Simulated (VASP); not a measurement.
A run of VASP 6.6.1:

INCAR

```
ALGO = Normal ; EDIFF = 1E-6
ENCUT = 500 ; GGA = PE
GGA_COMPAT = F ; ISIF = 2
ISMEAR = -1 ; LASPH = T
LCHARG = T ; LELF = T
LREAL = F ; LVHAR = T
LWAVE = F ; NBANDS = 14
NELM = 120 ; PREC = Accurate
SIGMA = 0.05
```

File KPOINTS:

```
k-points
0
Gamma
  9 9 6
```

POSCAR

```
IrS
1.0
    3.5356210037      0.0000000000      0.0000000000
   -1.7678104968      3.0619376049      0.0000000000
    0.0000000000      0.0000000000      4.4028740250
Ir S
1 1
Direct
    0.0000000000      0.0000000000      0.5000000000
    0.6666666700      0.3333333300      0.0000000000
```

Potentials or basis: VASP PAW PBE potentials, release 64 (Ir, S).

Command:

```console
$ cat potpaw_PBE.64/Ir/POTCAR potpaw_PBE.64/S/POTCAR > POTCAR
$ mpirun -np 1 vasp_std > vasp.out
```

Hardware: 1 thread of Intel Xeon 8259CL, with other jobs on the host.

Problem. Estimate the wall time of this run.

Solution. Wall time 28 s on 1 thread of Intel Xeon 8259CL (shared host), peak memory 0.18 GiB. Counts: scf iterations 13, k points 48.
